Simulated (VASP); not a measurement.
## C: relaxation of cell and atoms with r2SCAN

The system is C.

```
C
1.0
     2.56785    0.00000    0.00000
    -1.28392    2.22382    0.00000
     0.00000    0.00000    4.16775
C
2
Direct
  0.33333 0.66667 0.25000
  0.66667 0.33333 0.75000
```

| Property | Result |
| --- | --- |
| Program | VASP 6.6.1 |
| Task | relaxation of cell and atoms |
| Functional | r2SCAN |
| Potentials or basis | VASP PAW PBE potentials, release 64 (C) |
| Cutoff | 600 eV |
| k mesh | 9 × 9 × 4 |
| Occupations | gaussian, width 0.1 eV |
| Spin | no spin polarisation |
| Dipole correction | no |
| Further INCAR settings | ALGO = Normal; EDIFF = 1e-06; IBRION = 2; EDIFFG = -0.04; NSW = 90; ISIF = 3 |

- Relaxed volume: 8.01 Å³/atom
- Relaxed cell: a = 1.768 Å, b = 1.768 Å, c = 5.916 Å, α = 90.00°, β = 90.00°, γ = 120.00°
- Space group after relaxing (to 0.05 Å): P6_3/mmc (No. 194)
- Energy gained by relaxing: 1279.9 meV/atom
- Ionic steps: 33
- Pressure after relaxing: -0.1 GPa
- Band gap on the k mesh: zero (band 4 reaches 8.04 eV, above the bottom of band 5 at 5.66 eV)

Stress tensor (GPa, compression positive):
```
 0.00  0.00  0.00
 0.00  0.00  0.00
 0.00  0.00 -0.39
```

The path:
```tsv
step	energy change (eV)	largest force (eV/Å)	pressure (GPa)	volume (Å³)
1	0.0000	0.0000	-30.88	23.80
2	-1.2307	0.0000	-19.92	16.74
3	-1.4081	0.0000	-5.40	14.51
4	-1.4187	0.0000	-0.11	13.89
5	-1.4600	0.0000	-0.63	13.77
6	-1.4106	0.0000	10.57	13.34
7	-1.4321	0.0000	7.69	13.55
8	-1.4654	0.0000	0.71	13.90
9	-1.5407	0.0000	-3.21	14.58
10	-1.6253	0.0000	-13.97	15.89
11	-2.0399	0.0000	-25.73	18.28
12	-1.9186	0.0000	-23.54	22.15
13	-2.1608	0.0000	-26.07	19.34
14	-2.1905	0.0000	-25.76	19.86
15	-2.1840	0.0000	-25.92	19.68
16	-2.1889	0.0000	-25.80	19.77
17	-2.1994	0.0000	-25.42	20.04
18	-2.1932	0.0000	-24.84	20.56
19	-2.2021	0.0000	-25.25	20.18
20	-2.2124	0.0000	-25.00	20.12
21	-2.2425	0.0000	-24.24	19.92
22	-2.2993	0.0000	-22.59	19.54
23	-2.3981	0.0000	-18.79	18.79
24	-2.5268	0.0000	-8.66	17.34
25	-2.5053	0.0000	11.56	14.67
26	-2.5462	0.0000	4.43	16.06
27	-2.5519	0.0000	-0.25	16.47
28	-2.5518	0.0000	0.54	16.40
29	-2.5526	0.0000	0.50	16.37
30	-2.5548	0.0000	0.35	16.30
31	-2.5582	0.0000	0.02	16.14
32	-2.5569	0.0000	-0.40	15.82
33	-2.5597	0.0000	-0.13	16.02
```

Final structure:
```xyz
2
Lattice="1.7683 0.0000 0.0000 -0.8841 1.5314 0.0000 0.0000 0.0000 5.9162" Properties=species:S:1:pos:R:3 pbc="T T T"
C     0.0000    1.0209    1.4791
C     0.8841    0.5105    4.4372
```

Levels at points of the mesh, in eV from the Fermi level:
| k point | band 1 | band 2 | band 3 | band 4 | band 5 | band 6 | band 7 | band 8 |
| --- | --- | --- | --- | --- | --- | --- | --- | --- |
| (0.00, 0.00, 0.00) | -21.50 | -20.78 | -9.50 | -5.69 | 6.08 | 16.23 | 16.50 | 16.50 |
| (0.00, 0.00, 0.50) | -21.17 | -21.17 | -7.83 | -7.83 | 10.40 | 10.40 | 16.52 | 16.52 |

It took 12 min on 1 thread of AMD EPYC 9R45 96-Core Processor (Zen 5) (shared host), peak memory 0.12 GiB.

Caveat: the k points lie up to 0.46 Å⁻¹ apart in the final cell; the volume moved by over 15 % at a fixed basis, so the end points are rough; the PAW data sets were made with another functional, which shifts forces and pressure a little.
